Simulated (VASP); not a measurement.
**Hg: single point with PBE**

The system is Hg.

```xyz
1
Lattice="3.1351 0.0000 0.0000 0.0000 3.1351 0.0000 0.0000 0.0000 3.1351" Properties=species:S:1:pos:R:3 pbc="T T T"
Hg    0.0000    0.0000    0.0000
```

This cell differs from its parent crystal: volume scaled by 1.04.

* Program: VASP 6.6.1
* Task: single point
* Functional: PBE
* Potentials or basis: VASP PAW PBE potentials, release 64 (Hg)
* Cutoff: 520 eV
* k mesh: 11 × 11 × 11
* Occupations: fermi-dirac, width 0.1 eV
* Spin: no spin polarisation

```json
{
  "Pressure": "-0.3 GPa",
  "Band gap on the k mesh": "zero (band 6 reaches 3.35 eV, above the bottom of band 7 at 0.31 eV)"
}
```

Levels at points of the mesh, in eV from the Fermi level:
```csv
k point,band 4,band 5,band 6,band 7,band 8,band 9
"(0.00, 0.00, 0.00)",-5.80,-5.80,-5.80,9.40,9.40,9.40
```

Run time: 4.5 s on 1 thread of Intel(R) Xeon(R) 6975P-C (Granite Rapids), on a shared host, peak memory 0.14 GiB.

Caveat: spin-orbit coupling is left out, which moves the levels of the heavy elements.
